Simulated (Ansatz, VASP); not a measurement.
**Ga: VASP beside Ansatz**

INCAR

```
PREC = Accurate ; ENCUT = 520
EDIFF = 1E-6 ; ISMEAR = -1
SIGMA = 0.05 ; LREAL = False
LASPH = True ; NELM = 80
ALGO = Normal ; ISIF = 2
LWAVE = False ; LCHARG = True
GGA = PE ; LELF = True
LVHAR = True ; NBANDS = 34
```

The input KPOINTS:

```
Automatic mesh
0
Gamma
  9 9 8
```

POSCAR

```
Ga
1.0
    2.2553500000     -3.8224000000      0.0000000000
    2.2553500000      3.8224000000      0.0000000000
    0.0000000000      0.0000000000      4.4715330000
Ga
4
Direct
    0.1525000000      0.8475000000      0.0785000000
    0.6525000000      0.3475000000      0.4215000000
    0.8475000000      0.1525000000      0.9215000000
    0.3475000000      0.6525000000      0.5785000000
```

Input for Ansatz:

```yaml
crystal:
  lattice:
    - [2.25535, -3.8224, 0.0]
    - [2.25535, 3.8224, 0.0]
    - [0.0, 0.0, 4.471533]
  atoms:
    - { symbol: Ga, position: [0.1525, 0.8475, 0.0785] }
    - { symbol: Ga, position: [0.6525, 0.3475, 0.4215] }
    - { symbol: Ga, position: [0.8475, 0.1525, 0.9215] }
    - { symbol: Ga, position: [0.3475, 0.6525, 0.5785] }
kpoints:
  mp_grid: { grid: [9, 9, 8] }
  band_path:
    path:
      - [0.0, 0.0, 0.0]
      - [-0.5, 0.5, 0.0]
      - [-0.337035342, 0.662964658, 0.0]
      - [0.337035342, 0.337035342, 0.0]
      - [0.0, 0.0, 0.0]
      - [0.0, 0.0, 0.5]
      - [0.337035342, 0.337035342, 0.5]
      - [-0.337035342, 0.662964658, 0.5]
      - [-0.5, 0.5, 0.5]
    npoints: 5
scf:
  occupations: { method: fermi_dirac, width: 0.05 }
hamiltonian:
  xc: pbe
  pseudopotentials: { kind: all_electron, lapw: { basis_error: 0.001 } }
output:
  forces: true
  stress: true
  eigenvalues: true
```

Change from the starting cell: zz strain of -1 %.

Alike in both runs: task single point; functional PBE; k mesh 9 × 9 × 8; occupations fermi-dirac, width 0.05 eV; no spin polarisation.

```csv
,VASP,Ansatz
version,VASP 6.6.1,Ansatz 0.2.0
potentials or method,"VASP PAW PBE potentials, release 64 (Ga_d), cutoff 520 eV","all-electron LAPW, scalar-relativistic"
```

```tsv
	VASP	Ansatz	Ansatz less VASP
pressure (GPa)	3.0	2.9	-0.11
traceless stress, the component that is largest in VASP (GPa)	1.22	1.19	-0.035
rms of the force components (eV/Å)	0.236	0.235	-0.0004
```

Atom by atom the forces differ by 0.000 eV/Å (rms over components). Ansatz ran all-electron here, and VASP with PAW potentials.
